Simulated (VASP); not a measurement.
# HfMoC2 (P4/mmm) in VASP: a series of runs, part 2 of 2

VASP 6.6.1. The steps go on from the part before.

### Step 3. Single point, PBE

This run uses another cell than the first one, of 12.33 Å³/atom, 1.038 times its volume.

Contents of INCAR:

```
SYSTEM = HfMoC2
PREC = Accurate
ENCUT = 520
EDIFF = 1E-6
ISMEAR = -1
SIGMA = 0.1
LREAL = .False.
LASPH = .True.
NELM = 60
ALGO = Normal
ISIF = 2
LWAVE = .False.
LCHARG = .False.
GGA = PE
NBANDS = 24
```

Contents of KPOINTS:

```
Automatic mesh
0
Gamma
  7 7 5
  0 0 0
```

Contents of POSCAR:

```
HfMoC2
1.0
    3.2743539394      0.0000000000      0.0000000000
    0.0000000000      3.2743539394      0.0000000000
    0.0000000000      0.0000000000      4.6017135341
Hf Mo C
1 1 2
Direct
    0.0000000000      0.0000000000      0.0000000000
    0.5000000000      0.5000000000      0.5000000000
    0.0000000000      0.0000000000      0.5000000000
    0.5000000000      0.5000000000      0.0000000000
```

Potentials or basis: VASP PAW PBE potentials, release 64 (Hf_pv, Mo_sv, C).

The run is started by

```sh
$ cat potpaw_PBE.64/Hf_pv/POTCAR potpaw_PBE.64/Mo_sv/POTCAR potpaw_PBE.64/C/POTCAR > POTCAR
$ mpirun -np 1 vasp_std > vasp.out
```

OUTCAR:

```text
SYSTEM = HfMoC2
   PREC = Accurate
   ENCUT = 520
   EDIFF = 1E-6
   ISMEAR = -1
   LREAL = .False.
   LASPH = .True.
   NELM = 60
   ISIF = 2
   GGA = PE

 ion  position               nearest neighbor table
   1  0.000  0.000  0.000-   3 2.30   3 2.30   4 2.32   4 2.32   4 2.32   4 2.32   2 3.26   2 3.26
                             2 3.26   2 3.26   2 3.26   2 3.26   2 3.26   2 3.26
   2  0.500  0.500  0.500-   4 2.30   4 2.30   3 2.32   3 2.32   3 2.32   3 2.32   1 3.26   1 3.26
                             1 3.26   1 3.26   1 3.26   1 3.26   1 3.26   1 3.26
   3  0.000  0.000  0.500-   1 2.30   1 2.30   2 2.32   2 2.32   2 2.32   2 2.32
   4  0.500  0.500  0.000-   2 2.30   2 2.30   1 2.32   1 2.32   1 2.32   1 2.32

  LATTYP: Found a simple tetragonal cell.
 ALAT       =     3.2743539394
 C/A-ratio  =     1.4053806092

  Lattice vectors:

 A1 = (   3.2743539394,   0.0000000000,   0.0000000000)
 A2 = (   0.0000000000,   3.2743539394,   0.0000000000)
 A3 = (   0.0000000000,   0.0000000000,   4.6017135341)

Analysis of symmetry for initial positions (statically):
=====================================================================
 Subroutine PRICEL returns:
 Original cell was already a primitive cell.

 Routine SETGRP: Setting up the symmetry group for a
 simple tetragonal supercell.

 Subroutine GETGRP returns: Found 16 space group operations
 (whereof 16 operations were pure point group operations)
 out of a pool of 16 trial point group operations.

The static configuration has the point symmetry D_4h.

Analysis of symmetry for dynamics (positions and initial velocities):
=====================================================================
 Subroutine PRICEL returns:
 Original cell was already a primitive cell.

 Routine SETGRP: Setting up the symmetry group for a
 simple tetragonal supercell.

 Subroutine GETGRP returns: Found 16 space group operations
 (whereof 16 operations were pure point group operations)
 out of a pool of 16 trial point group operations.

The dynamic configuration has the point symmetry D_4h.

 Subroutine INISYM returns: Found 16 space group operations
 (whereof 16 operations are pure point group operations),
 and found     1 'primitive' translations

----------------------------------------------------------------------------------------

                                     Primitive cell

  volume of cell :      49.3368

  direct lattice vectors                    reciprocal lattice vectors
     3.274353939  0.000000000  0.000000000     0.305403759  0.000000000  0.000000000
     0.000000000  3.274353939  0.000000000     0.000000000  0.305403759  0.000000000
     0.000000000  0.000000000  4.601713534     0.000000000  0.000000000  0.217310355

  length of vectors
     3.274353939  3.274353939  4.601713534     0.305403759  0.305403759  0.217310355

  position of ions in fractional coordinates (direct lattice)
     0.000000000  0.000000000  0.000000000
     0.500000000  0.500000000  0.500000000
     0.000000000  0.000000000  0.500000000
     0.500000000  0.500000000  0.000000000

  ion indices of the primitive-cell ions
   primitive index   ion index
[... 24 lines left out ...]
     0.000000000  0.000000000  0.000000000

 Subroutine IBZKPT returns following result:
 ===========================================

 Found     30 irreducible k-points:

 Following reciprocal coordinates:
            Coordinates               Weight
  0.000000  0.000000  0.000000      1.000000
  0.142857  0.000000  0.000000      4.000000
  0.285714  0.000000  0.000000      4.000000
  0.428571  0.000000  0.000000      4.000000
  0.142857  0.142857  0.000000      4.000000
  0.285714  0.142857  0.000000      8.000000
[... 16 lines left out ...]
  0.285714  0.000000  0.400000      8.000000
  0.428571  0.000000  0.400000      8.000000
 [... further k-points ...]
   k-points           NKPTS =     30   k-points in BZ     NKDIM =     30   number of bands    NBANDS=     24
   number of dos      NEDOS =    301   number of ions     NIONS =      4
   total plane-waves  NPLWV =  20736
   dimension x,y,z NGX =    24 NGY =   24 NGZ =   36
   dimension x,y,z NGXF=    48 NGYF=   48 NGZF=   72
   ions per type =               1   1   2
   NGX,Y,Z   is equivalent  to a cutoff of  12.19, 12.19, 13.01 a.u.
   NGXF,Y,Z  is equivalent  to a cutoff of  24.37, 24.37, 26.01 a.u.
 SYSTEM =  HfMoC2
   PREC   = accura    normal or accurate (medium, high low for compatibility)
   ISTART =      0    job   : 0-new  1-cont  2-samecut
   ICHARG =      2    charge: 1-file 2-atom 10-const
   ISPIN  =      1    spin polarized calculation?
   LNONCOLLINEAR =      F non collinear calculations
   LSORBIT =      F    spin-orbit coupling
   LASPH  =      T    aspherical Exc in radial PAW
   ENCUT  =  520.0 eV  38.22 Ry    6.18 a.u.   6.09  6.09  8.56*2*pi/ulx,y,z
   NELM   =     60;   NELMIN=  2; NELMDL= -5     # of ELM steps
   EDIFF  = 0.1E-05   stopping-criterion for ELM
   LREAL  =      F    real-space projection
   EDIFFG = 0.1E-04   stopping-criterion for IOM
   NSW    =      0    number of steps for IOM
   IBRION =     -1    ionic relax: 0-MD 1-quasi-New 2-CG
   NFREE  =      0    steps in history (QN), initial steepest desc. (CG)
   ISIF   =      2    stress and relaxation
   ISYM   =      2    0-nonsym 1-usesym 2-fastsym
   POTIM  = 0.5000    time-step for ionic-motion
   TEBEG  =    0.0;   TEEND  =   0.0 temperature during run
   PSTRESS=    0.0 pullay stress
   NELECT =      32.0000    total number of electrons
   NUPDOWN=      -1.0000    fix difference up-down
   EMIN   =  10.00;   EMAX   =-10.00  energy-range for DOS
   EFERMI =   0.00;   METHOD = LEGACY
   ISMEAR =    -1;   SIGMA  =   0.10  broadening in eV -4-tet -1-fermi 0-gaus
   EFERMI_NEDOS =   21; number of points for ismear=-14 and -15
   IALGO  =     38    algorithm
   IMIX   =      4    mixing-type and parameters
     AMIX     =   0.40;   BMIX     =  1.00
     AMIX_MAG =   1.60;   BMIX_MAG =  1.00
  volume/ion in A,a.u.               =      12.33        83.24
  Fermi-wavevector in a.u.,A,eV,Ry     =   1.417102  2.677935 27.322935  2.008179
  Thomas-Fermi vector in A             =   2.538368
   LORBIT       =      0    0 simple, 1 ext, 2 COOP (PROOUT), +10 PAW based schemes
   GGA     = PE    functional components
   LHFCALC =     F    Hartree Fock is set to
   AEXX    =    0.0000 exact exchange contribution
   IVDW    =     0    specifies the selected vdW correction
   LEPSILON=     F    determine dielectric tensor
   LRPA    =     F    only Hartree local field effects (RPA)
 non-spin polarized calculation
  energy-cutoff  :      520.00
  volume of cell :       49.34
 maximum number of plane-waves:      1341
   NGX = 13   NGY = 13   NGZ = 17

 number of electron      32.0000005 magnetization

 Free energy of the ion-electron system (eV)
  ---------------------------------------------------
  ext. energy  EPLUGINS =         0.00000000
  ---------------------------------------------------
  free energy    TOTEN  =       -40.56368585 eV

  energy without entropy =      -40.49673430  energy(sigma->0) =      -40.53021007

 E-fermi :   8.4607     XC(G=0): -12.5094

 val. band max:        8.4520853964   @ k =   0.1429   0.0000   0.2000
 cond. band min:       8.4624376659   @ k =   0.1429   0.0000   0.4000
 fundamental gap:      0.0103522695
 Fermi energy:         8.4607218228

 k-point     1 :       0.0000    0.0000    0.0000
  band No.  band energies     occupation
      1     -53.5622      2.00000
      2     -27.5536      2.00000
      3     -27.5536      2.00000
      4     -27.5526      2.00000
      5     -22.0631      2.00000
      6     -21.8349      2.00000
[... 637 lines left out ...]
     23      15.0641      0.00000
     24      15.3066      0.00000

 [... further k-points ...]

------------------------ aborting loop because EDIFF is reached ----------------------------------------

  FORCE on cell =-STRESS in cart. coord.  units (eV):
  Direction    XX          YY          ZZ          XY          YZ          ZX
  --------------------------------------------------------------------------------------
  -------------------------------------------------------------------------------------
  Total       -5.7819802     -5.7819802     -6.0290798      0.0000000      0.0000000      0.0000000
  in kB     -187.7657426   -187.7657426   -195.7901294      0.0000000      0.0000000      0.0000000
  external PRESSURE =    -190.4405382 kB  Pullay stress =       0.0000000 kB

 VOLUME and BASIS-vectors are now :
 -----------------------------------------------------------------------------
  energy-cutoff  :      520.00
  volume of cell :       49.34
      direct lattice vectors                 reciprocal lattice vectors
     3.274353939  0.000000000  0.000000000     0.305403759  0.000000000  0.000000000
     0.000000000  3.274353939  0.000000000     0.000000000  0.305403759  0.000000000
     0.000000000  0.000000000  4.601713534     0.000000000  0.000000000  0.217310355

 POSITION                                       TOTAL-FORCE (eV/Angst)
 -----------------------------------------------------------------------------------
      0.00000      0.00000      0.00000         0.000000      0.000000      0.000000
      1.63718      1.63718      2.30086         0.000000      0.000000      0.000000
      0.00000      0.00000      2.30086         0.000000      0.000000      0.000000
      1.63718      1.63718      0.00000         0.000000      0.000000      0.000000
 -----------------------------------------------------------------------------------
    total drift:                                0.000000      0.000000     -0.000000

  FREE ENERGIE OF THE ION-ELECTRON SYSTEM (eV)
  ---------------------------------------------------
  free  energy   TOTEN  =       -40.5636858461 eV

  energy  without entropy=      -40.4967342954  energy(sigma->0) =      -40.53021007
```

stdout:

```text
POSCAR found type information on POSCAR HfMoC
 POSCAR found :  3 types and       4 ions
 scaLAPACK will be used
 LDA part: xc-table for (Slater+PW92), standard interpolation
 POSCAR, INCAR and KPOINTS ok, starting setup
 FFT: planning ... GRIDC
 FFT: planning ... GRID_SOFT
 FFT: planning ... GRID
 WAVECAR not read
 entering main loop
```

It took 19 s on 1 thread of Intel Xeon 6975P-C (Granite Rapids), shared host; peak memory 0.17 GiB.

What came out:

```
Free energy            : -40.5637 eV
Pressure               : -19.0 GPa
Band gap on the k mesh : zero (band 16 reaches 9.14 eV, above the bottom of band 17 at 7.42 eV)
```

Stress tensor (GPa, compression positive):
```
-18.78   0.00   0.00
  0.00 -18.78   0.00
  0.00   0.00 -19.58
```

Levels at points of the mesh, in eV from the Fermi level:
| k point | band 12 | band 13 | band 14 | band 15 | band 16 | band 17 | band 18 | band 19 | band 20 | band 21 |
| --- | --- | --- | --- | --- | --- | --- | --- | --- | --- | --- |
| (0.00, 0.00, 0.00) | -1.17 | -1.17 | -1.13 | -1.13 | -0.37 | -0.20 | 0.16 | 0.19 | 0.19 | 0.41 |

Caveat: spin-orbit coupling is left out, which moves the levels of the heavy elements.

### Step 4. Single point, PBE

This run uses another cell than the first one, of 12.79 Å³/atom, 1.077 times its volume.

Contents of INCAR:

```
SYSTEM = HfMoC2
ALGO = Normal
EDIFF = 1E-7
ENCUT = 520
GGA = PE
ISIF = 2
ISMEAR = -1
LASPH = .TRUE.
LCHARG = .FALSE.
LREAL = .FALSE.
LWAVE = .FALSE.
NBANDS = 24
NELM = 60
PREC = Accurate
SIGMA = 0.1
```

Contents of KPOINTS:

```
k-points
0
G
  7 7 5
  0 0 0
```

Contents of POSCAR:

```
HfMoC2
1.0
    3.3142890208      0.0000000000      0.0000000000
    0.0000000000      3.3142890208      0.0000000000
    0.0000000000      0.0000000000      4.6578375232
Hf Mo C
1 1 2
Direct
    0.0000000000      0.0000000000      0.0000000000
    0.5000000000      0.5000000000      0.5000000000
    0.0000000000      0.0000000000      0.5000000000
    0.5000000000      0.5000000000      0.0000000000
```

The run is started by

```sh
$ cat potpaw_PBE.64/Hf_pv/POTCAR potpaw_PBE.64/Mo_sv/POTCAR potpaw_PBE.64/C/POTCAR > POTCAR
$ mpirun -np 1 vasp_std > vasp.out
```

Wall time 28 s (1 thread of Intel Xeon 6975P-C (Granite Rapids), shared host); peak memory 0.19 GiB.

The run converged. Its results:

```
Free energy            : -40.3086 eV
Pressure               : -25.6 GPa
Band gap on the k mesh : zero (band 16 reaches 8.68 eV, above the bottom of band 17 at 7.07 eV)
```

Stress tensor (GPa, compression positive):
```
-25.27   0.00   0.00
  0.00 -25.27   0.00
  0.00   0.00 -26.13
```

Levels at points of the mesh, in eV from the Fermi level:
| k point | band 14 | band 15 | band 16 | band 17 | band 18 | band 19 |
| --- | --- | --- | --- | --- | --- | --- |
| (0.00, 0.00, 0.00) | -1.10 | -1.10 | -0.37 | -0.16 | 0.18 | 0.20 |

Caveat: spin-orbit coupling is left out, which moves the levels of the heavy elements.

### Step 5. Summary

| cell | gap on the mesh (eV) | pressure (GPa) |
| --- | --- | --- |
| a = 3.233, b = 3.233, c = 4.544 Å, 4 atoms | none | -11.1 |
| a = 3.274, b = 3.274, c = 4.602 Å, 4 atoms | none | -19.0 |
| a = 3.314, b = 3.314, c = 4.658 Å, 4 atoms | none | -25.6 |

Alike in all rows: task single point; level PBE; potentials or basis VASP PAW PBE potentials, release 64 (Hf_pv, Mo_sv, C); no spin polarisation; k mesh 7 × 7 × 5; cutoff (eV) 520; smearing fermi-dirac 0.1 eV.

Caveats: spin-orbit coupling is left out, which moves the levels of the heavy elements.

Total energies depend on the potentials used, so only differences within one code and one set of settings carry meaning.
